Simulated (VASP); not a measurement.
A run of VASP 6.6.1 is set up as follows.

File INCAR:

```
SYSTEM = TiTe2
  PREC = Accurate
  ENCUT = 600
  EDIFF = 1E-7
  ISMEAR = 0
  SIGMA = 0.1
  LREAL = .FALSE.
  LASPH = .TRUE.
  NELM = 60
  ALGO = Normal
  ISIF = 3
  LWAVE = .FALSE.
  LCHARG = .FALSE.
  GGA = PE
  IBRION = 2
  NSW = 80
  EDIFFG = -0.01
```

KPOINTS

```
Automatic mesh
0
G
  10 10 10
  0 0 0
```

The input POSCAR:

```
TiTe2
1.0
    0.0000000000      3.4344824746      3.4344824746
    3.4344824746      0.0000000000      3.4344824746
    3.4344824746      3.4344824746      0.0000000000
Ti Te
1 2
Direct
    0.0000000000      0.0000000000      0.0000000000
    0.2500000000      0.2500000000      0.2500000000
    0.7500000000      0.7500000000      0.7500000000
```

Potentials or basis: VASP PAW PBE potentials, release 64 (Ti_sv, Te).

Run with:

```bash
$ cat potpaw_PBE.64/Ti_sv/POTCAR potpaw_PBE.64/Te/POTCAR > POTCAR
$ mpirun -np 1 vasp_std > vasp.out
```

(1) Predict the band gap on the k mesh.

(2) Estimate the space group after relaxing (to 0.1 Å).

(3) Predict the relaxed volume.

Answers

(1) zero (bands 12 and 13 overlap by 0.29 eV).

(2) Fm-3m (No. 225).

(3) 27.20 Å³/atom.

Caveat: spin-orbit coupling is left out, which moves the levels of the heavy elements.
